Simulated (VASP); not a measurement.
# CdS (Greenockite) (P6_3mc) in VASP: notebook

CdS (Greenockite) is run at these levels: PBEsol, PBE; tasks: single point.

Program: VASP 6.6.1. These are calculated values, not measurements. Logs are shortened: lines on timing, memory, paths and dates and some standing lists are left out, and cuts for length are marked.

### Step 1. The cell of the first run

It takes space group P6_3mc (No. 186, hexagonal). The conventional cell has a = 4.231 Å, b = 4.231 Å, c = 6.869 Å, α = 90.00°, β = 90.00°, γ = 120.00°. Within 3.4 Å of Cd (site symmetry 3m) lie 4 S at 2.58 to 2.59 Å. S (site symmetry 3m) has 4 Cd at 2.58 to 2.59 Å within 3.4 Å.

### Step 2. Single point, PBEsol (volume scaled by 1.06)

Contents of INCAR:

```
ALGO = Normal
EDIFF = 1E-6
ENCUT = 520
GGA = PS
ISIF = 2
ISMEAR = -1
LASPH = T
LCHARG = F
LREAL = F
LWAVE = F
NBANDS = 26
NELM = 100
PREC = Accurate
SIGMA = 0.05
```

Contents of KPOINTS:

```
k-points
0
Gamma
  7 7 4
```

Contents of POSCAR:

```
CdS
1.0
    4.2313932131      0.0000000000      0.0000000000
   -2.1156966065      3.6644940159      0.0000000000
    0.0000000000      0.0000000000      6.8691315847
Cd S
2 2
Direct
    0.6666666667      0.3333333333      0.5000000000
    0.3333333333      0.6666666667      0.0000000000
    0.6666666667      0.3333333333      0.8750000000
    0.3333333333      0.6666666667      0.3750000000
```

Potentials or basis: VASP PAW PBE potentials, release 64 (Cd, S).

Run with:

```console
$ cat potpaw_PBE.64/Cd/POTCAR potpaw_PBE.64/S/POTCAR > POTCAR
$ mpirun -np 1 vasp_std > vasp.out
```

OUTCAR:

```text
EDIFF = 1E-6
   ENCUT = 520
   GGA = PS
   ISIF = 2
   ISMEAR = -1
   LASPH = T
   LREAL = F
   NELM = 100
   PREC = Accurate

 ion  position               nearest neighbor table
   1  0.667  0.333  0.500-   3 2.58   4 2.59   4 2.59   4 2.59
   2  0.333  0.667  0.000-   4 2.58   3 2.59   3 2.59   3 2.59
   3  0.667  0.333  0.875-   1 2.58   2 2.59   2 2.59   2 2.59
   4  0.333  0.667  0.375-   2 2.58   1 2.59   1 2.59   1 2.59

  LATTYP: Found a hexagonal cell.
 ALAT       =     4.2313932131
 C/A-ratio  =     1.6233734940

  Lattice vectors:

 A1 = (   4.2313932131,   0.0000000000,   0.0000000000)
 A2 = (  -2.1156966065,   3.6644940159,   0.0000000000)
 A3 = (   0.0000000000,   0.0000000000,   6.8691315847)

Analysis of symmetry for initial positions (statically):
=====================================================================
 Subroutine PRICEL returns:
 Original cell was already a primitive cell.

 Routine SETGRP: Setting up the symmetry group for a
 hexagonal supercell.

 Subroutine GETGRP returns: Found 12 space group operations
 (whereof  6 operations were pure point group operations)
 out of a pool of 24 trial point group operations.

The static configuration has the point symmetry C_3v.
 The point group associated with its full space group is C_6v.

Analysis of symmetry for dynamics (positions and initial velocities):
=====================================================================
 Subroutine PRICEL returns:
 Original cell was already a primitive cell.

 Routine SETGRP: Setting up the symmetry group for a
 hexagonal supercell.

 Subroutine GETGRP returns: Found 12 space group operations
 (whereof  6 operations were pure point group operations)
 out of a pool of 24 trial point group operations.

The dynamic configuration has the point symmetry C_3v.
 The point group associated with its full space group is C_6v.

 Subroutine INISYM returns: Found 12 space group operations
 (whereof  6 operations are pure point group operations),
 and found     1 'primitive' translations

----------------------------------------------------------------------------------------

                                     Primitive cell

  volume of cell :     106.5122

  direct lattice vectors                    reciprocal lattice vectors
     4.231393213  0.000000000  0.000000000     0.236328781  0.136444485  0.000000000
    -2.115696606  3.664494016  0.000000000     0.000000000  0.272888971  0.000000000
     0.000000000  0.000000000  6.869131585     0.000000000  0.000000000  0.145578810

  length of vectors
     4.231393213  4.231393213  6.869131585     0.272888971  0.272888971  0.145578810

  position of ions in fractional coordinates (direct lattice)
     0.666666667  0.333333333  0.500000000
     0.333333333  0.666666667  0.000000000
     0.666666667  0.333333333  0.875000000
     0.333333333  0.666666667  0.375000000

  ion indices of the primitive-cell ions
   primitive index   ion index
                 1           1
                 2           2
                 3           3
                 4           4

----------------------------------------------------------------------------------------

 KPOINTS: k-points

Automatic generation of k-mesh.
 Grid dimensions read from file:
 generate k-points for:    7    7    4

 Generating k-lattice:

  Cartesian coordinates                     Fractional coordinates (reciprocal lattice)
     0.033761254  0.019492069  0.000000000     0.142857143  0.000000000  0.000000000
     0.000000000  0.038984139  0.000000000     0.000000000  0.142857143  0.000000000
     0.000000000  0.000000000  0.036394702     0.000000000  0.000000000  0.250000000

  Length of vectors
     0.038984139  0.038984139  0.036394702

  Shift w.r.t. Gamma in fractional coordinates (k-lattice)
     0.000000000  0.000000000  0.000000000

 Subroutine IBZKPT returns following result:
 ===========================================

 Found     24 irreducible k-points:

 Following reciprocal coordinates:
            Coordinates               Weight
  0.000000  0.000000  0.000000      1.000000
  0.142857  0.000000  0.000000      6.000000
  0.285714  0.000000  0.000000      6.000000
  0.428571 -0.000000  0.000000      6.000000
  0.142857  0.142857  0.000000      6.000000
  0.285714  0.142857  0.000000     12.000000
[... 16 lines left out ...]
  0.428571  0.142857  0.500000      6.000000
  0.285714  0.285714  0.500000      6.000000
   k-points           NKPTS =     24   k-points in BZ     NKDIM =     24   number of bands    NBANDS=     26
   number of dos      NEDOS =    301   number of ions     NIONS =      4
   total plane-waves  NPLWV =  55296
   dimension x,y,z NGX =    32 NGY =   32 NGZ =   54
   dimension x,y,z NGXF=    64 NGYF=   64 NGZF=  108
   ions per type =               2   2
   NGX,Y,Z   is equivalent  to a cutoff of  12.57, 12.57, 13.07 a.u.
   NGXF,Y,Z  is equivalent  to a cutoff of  25.14, 25.14, 26.14 a.u.
 SYSTEM =  unknown system
   PREC   = accura    normal or accurate (medium, high low for compatibility)
   ISTART =      0    job   : 0-new  1-cont  2-samecut
   ICHARG =      2    charge: 1-file 2-atom 10-const
   ISPIN  =      1    spin polarized calculation?
   LNONCOLLINEAR =      F non collinear calculations
   LSORBIT =      F    spin-orbit coupling
   LASPH  =      T    aspherical Exc in radial PAW
   ENCUT  =  520.0 eV  38.22 Ry    6.18 a.u.   7.87  7.87 12.77*2*pi/ulx,y,z
   NELM   =    100;   NELMIN=  2; NELMDL= -5     # of ELM steps
   EDIFF  = 0.1E-05   stopping-criterion for ELM
   LREAL  =      F    real-space projection
   EDIFFG = 0.1E-04   stopping-criterion for IOM
   NSW    =      0    number of steps for IOM
   IBRION =     -1    ionic relax: 0-MD 1-quasi-New 2-CG
   NFREE  =      0    steps in history (QN), initial steepest desc. (CG)
   ISIF   =      2    stress and relaxation
   ISYM   =      2    0-nonsym 1-usesym 2-fastsym
   POTIM  = 0.5000    time-step for ionic-motion
   TEBEG  =    0.0;   TEEND  =   0.0 temperature during run
   PSTRESS=    0.0 pullay stress
   NELECT =      36.0000    total number of electrons
   NUPDOWN=      -1.0000    fix difference up-down
   EMIN   =  10.00;   EMAX   =-10.00  energy-range for DOS
   EFERMI =   0.00;   METHOD = LEGACY
   ISMEAR =    -1;   SIGMA  =   0.05  broadening in eV -4-tet -1-fermi 0-gaus
   EFERMI_NEDOS =   21; number of points for ismear=-14 and -15
   IALGO  =     38    algorithm
   IMIX   =      4    mixing-type and parameters
     AMIX     =   0.40;   BMIX     =  1.00
     AMIX_MAG =   1.60;   BMIX_MAG =  1.00
  volume/ion in A,a.u.               =      26.63       179.69
  Fermi-wavevector in a.u.,A,eV,Ry     =   1.140362  2.154971 17.693351  1.300425
  Thomas-Fermi vector in A             =   2.277064
   LORBIT       =      0    0 simple, 1 ext, 2 COOP (PROOUT), +10 PAW based schemes
   GGA     = PS    functional components
   LHFCALC =     F    Hartree Fock is set to
   AEXX    =    0.0000 exact exchange contribution
   IVDW    =     0    specifies the selected vdW correction
   LEPSILON=     F    determine dielectric tensor
   LRPA    =     F    only Hartree local field effects (RPA)
 non-spin polarized calculation
  energy-cutoff  :      520.00
  volume of cell :      106.51
 maximum number of plane-waves:      2888
 NGX is ok and might be reduce to    32
   NGX = 15   NGY = 15   NGZ = 25

 number of electron      35.9999999 magnetization

 Free energy of the ion-electron system (eV)
  ---------------------------------------------------
  ext. energy  EPLUGINS =         0.00000000
  ---------------------------------------------------
  free energy    TOTEN  =       -13.54940104 eV

  energy without entropy =      -13.54939901  energy(sigma->0) =      -13.54940002

 E-fermi :   1.1279     XC(G=0):  -9.0415

 val. band max:        0.6322590832   @ k =   0.0000   0.0000   0.0000
 cond. band min:       1.5576085567   @ k =   0.0000   0.0000   0.0000
 fundamental gap:      0.9253494735
 Fermi energy:         1.1278602413

 k-point     1 :       0.0000    0.0000    0.0000
  band No.  band energies     occupation
      1     -11.3434      2.00000
      2     -10.9596      2.00000
      3      -6.8556      2.00000
      4      -6.8360      2.00000
      5      -6.8360      2.00000
      6      -6.7626      2.00000
[... 18 lines left out ...]
     25       8.0723      0.00000
     26       8.0723      0.00000

 k-point     2 :       0.1429    0.0000    0.0000
  band No.  band energies     occupation
      1     -11.2811      2.00000
      2     -10.9329      2.00000
      3      -6.8336      2.00000
      4      -6.8126      2.00000
      5      -6.7886      2.00000
      6      -6.7342      2.00000
[... 18 lines left out ...]
     25       7.9117      0.00000
     26       8.4679      0.00000

 k-point     3 :       0.2857    0.0000    0.0000
  band No.  band energies     occupation
      1     -11.1329      2.00000
      2     -10.8800      2.00000
      3      -6.7894      2.00000
      4      -6.7700      2.00000
      5      -6.6827      2.00000
      6      -6.6533      2.00000
[... 18 lines left out ...]
     25       8.6451      0.00000
     26       8.9133      0.00000

 k-point     4 :       0.4286   -0.0000    0.0000
  band No.  band energies     occupation
      1     -10.9972      2.00000
      2     -10.8538      2.00000
      3      -6.7650      2.00000
      4      -6.7483      2.00000
      5      -6.6117      2.00000
      6      -6.5956      2.00000
[... 18 lines left out ...]
     25       8.8854      0.00000
     26       9.9716      0.00000
[... 496 lines left out ...]
      1     -10.9357      2.00000
      2     -10.9357      2.00000
      3      -6.7229      2.00000
      4      -6.7229      2.00000
      5      -6.6817      2.00000
      6      -6.6817      2.00000
[... 18 lines left out ...]
     25       8.6541      0.00000
     26       8.6541      0.00000

 k-point    23 :       0.4286    0.1429    0.5000
  band No.  band energies     occupation
      1     -10.8949      2.00000
      2     -10.8949      2.00000
      3      -6.7174      2.00000
      4      -6.7174      2.00000
      5      -6.6670      2.00000
      6      -6.6670      2.00000
[... 18 lines left out ...]
     25       9.0905      0.00000
     26       9.0905      0.00000

 k-point    24 :       0.2857    0.2857    0.5000
  band No.  band energies     occupation
      1     -10.8856      2.00000
      2     -10.8856      2.00000
      3      -6.6980      2.00000
      4      -6.6980      2.00000
      5      -6.6700      2.00000
      6      -6.6700      2.00000
[... 18 lines left out ...]
     25       9.1338      0.00000
     26       9.1338      0.00000

------------------------ aborting loop because EDIFF is reached ----------------------------------------

  FORCE on cell =-STRESS in cart. coord.  units (eV):
  Direction    XX          YY          ZZ          XY          YZ          ZX
  --------------------------------------------------------------------------------------
  -------------------------------------------------------------------------------------
  Total       -2.4536927     -2.4536927     -2.1731699     -0.0000000      0.0000000     -0.0000000
  in kB      -36.9089348    -36.9089348    -32.6892546     -0.0000000      0.0000000     -0.0000000
  external PRESSURE =     -35.5023748 kB  Pullay stress =       0.0000000 kB

 VOLUME and BASIS-vectors are now :
 -----------------------------------------------------------------------------
  energy-cutoff  :      520.00
  volume of cell :      106.51
      direct lattice vectors                 reciprocal lattice vectors
     4.231393213  0.000000000  0.000000000     0.236328781  0.136444485  0.000000000
    -2.115696606  3.664494016  0.000000000     0.000000000  0.272888971  0.000000000
     0.000000000  0.000000000  6.869131585     0.000000000  0.000000000  0.145578810

 POSITION                                       TOTAL-FORCE (eV/Angst)
 -----------------------------------------------------------------------------------
      2.11570      1.22150      3.43457         0.000000     -0.000000     -0.055184
     -0.00000      2.44300      0.00000        -0.000000      0.000000     -0.055184
      2.11570      1.22150      6.01049         0.000000     -0.000000      0.055184
     -0.00000      2.44300      2.57592        -0.000000      0.000000      0.055184
 -----------------------------------------------------------------------------------
    total drift:                               -0.000000     -0.000000      0.000317

  FREE ENERGIE OF THE ION-ELECTRON SYSTEM (eV)
  ---------------------------------------------------
  free  energy   TOTEN  =       -13.5494010399 eV

  energy  without entropy=      -13.5493990085  energy(sigma->0) =      -13.54940002
```

It took 40 s on 1 thread of Intel Xeon Platinum 8124M at 3.00GHz (Skylake/Cascade Lake), shared host; peak memory 0.25 GiB.

Results:

- Free energy: -13.5494 eV
- Pressure: -3.6 GPa
- Largest force: 0.055 eV/Å
- Band gap on the k mesh: 0.93 eV, direct

Forces on the atoms (eV/Å):
```
Cd   0.000  0.000 -0.055
Cd   0.000  0.000 -0.055
S    0.000  0.000  0.055
S    0.000  0.000  0.055
```

Stress tensor (GPa, compression positive):
```
-3.69  0.00  0.00
 0.00 -3.69  0.00
 0.00  0.00 -3.27
```

Caveat: the PAW data sets were made with another functional, which shifts forces and pressure a little.

### Step 3. Single point, PBE (volume scaled by 0.94)

Contents of INCAR:

```
ALGO     = Normal         # electronic algorithm
EDIFF    = 1E-6           # SCF threshold, eV
ENCUT    = 520            # plane-wave cutoff, eV
GGA      = PE             # functional
ISIF     = 2              # what is computed and relaxed
ISMEAR   = -1             # smearing method
LASPH    = T              # aspherical terms in the spheres
LCHARG   = T              # write CHGCAR
LELF     = T              # ELF
LREAL    = F              # projectors in reciprocal space
LVHAR    = T            
LWAVE    = F              # write WAVECAR
NBANDS   = 26             # bands
NELM     = 60             # most SCF steps
PREC     = Accurate       # precision mode
SIGMA    = 0.05           # smearing width, eV
```

KPOINTS is that of step 2.

Contents of POSCAR:

```
CdS
1.0
    4.0652823512      0.0000000000      0.0000000000
   -2.0326411756      3.5206377897      0.0000000000
    0.0000000000      0.0000000000      6.5994716144
Cd S
2 2
Direct
    0.6666666667      0.3333333333      0.5000000000
    0.3333333333      0.6666666667      0.0000000000
    0.6666666667      0.3333333333      0.8750000000
    0.3333333333      0.6666666667      0.3750000000
```

Potentials or basis: VASP PAW PBE potentials, release 64 (Cd, S).

Run with:

```console
$ cat potpaw_PBE.64/Cd/POTCAR potpaw_PBE.64/S/POTCAR > POTCAR
$ mpirun -np 1 vasp_std > vasp.out
```

Run time: 26 s. Hardware: 1 thread of Intel Xeon 6975P-C (Granite Rapids), shared host; peak memory 0.22 GiB.

Results (log left out):

```yaml
Free_energy: -12.0946 eV
Pressure: 7.0 GPa
Largest_force: 0.082 eV/Å
Band_gap_on_the_k_mesh: 1.34 eV, direct
```

Forces on the atoms (eV/Å):
```
Cd   0.000  0.000 -0.082
Cd   0.000  0.000 -0.082
S    0.000  0.000  0.082
S    0.000  0.000  0.082
```

Stress tensor (GPa, compression positive):
```
6.65 0.00 0.00
0.00 6.65 0.00
0.00 0.00 7.55
```

Levels at points of the mesh, in eV from the valence-band top:
| k point | band 16 | band 17 | band 18 | band 19 | band 20 | band 21 |
| --- | --- | --- | --- | --- | --- | --- |
| (0.00, 0.00, 0.00) | -0.05 | 0.00 | 0.00 | 1.34 | 2.87 | 6.46 |
| (0.00, 0.00, 0.50) | -0.44 | -0.44 | -0.44 | 2.98 | 2.98 | 6.27 |

(Continued in part 2 of 2.)
